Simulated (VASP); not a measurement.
KCl, 2 atoms in the cell. The structure is cubic, space group Fm-3m (No. 225). The conventional cell has a = 6.335 Å, b = 6.335 Å, c = 6.335 Å, α = 90.00°, β = 90.00°, γ = 90.00°. K (site symmetry m-3m) has 6 Cl at 3.17 Å within 4.2 Å. Cl (site symmetry m-3m) has 6 K at 3.17 Å within 4.2 Å. 

```yaml
Program: VASP 6.6.1
Task: relaxation of the atoms
Functional: r2SCAN
Potentials_or_basis: VASP PAW PBE potentials, release 64 (K_sv, Cl)
Cutoff: 520 eV
k_mesh: 8 × 8 × 8
Occupations: fermi-dirac, width 0.02 eV
Spin: no spin polarisation
Dipole_correction: no
Further_INCAR_settings: ALGO = Normal; EDIFF = 1e-07; IBRION = 2; EDIFFG = -0.01; NSW = 50
```

Potentials or basis: VASP PAW PBE potentials, release 64 (K_sv, Cl).

Launch:

```sh
$ cat potpaw_PBE.64/K_sv/POTCAR potpaw_PBE.64/Cl/POTCAR > POTCAR
$ cp INCAR.step1 INCAR
$ mpirun -np 1 vasp_std > vasp.out
$ cp INCAR.step2 INCAR
$ mpirun -np 1 vasp_std > vasp.out
```

Hardware: 1 thread of AMD EPYC 9R45 96-Core Processor (Zen 5), on a shared host.

Q: How long does it take, and how much memory?

A: It took 83 s on 1 thread of AMD EPYC 9R45 96-Core Processor (Zen 5), on a shared host, peak memory 0.19 GiB. Counts: k points 29, ion steps 1.
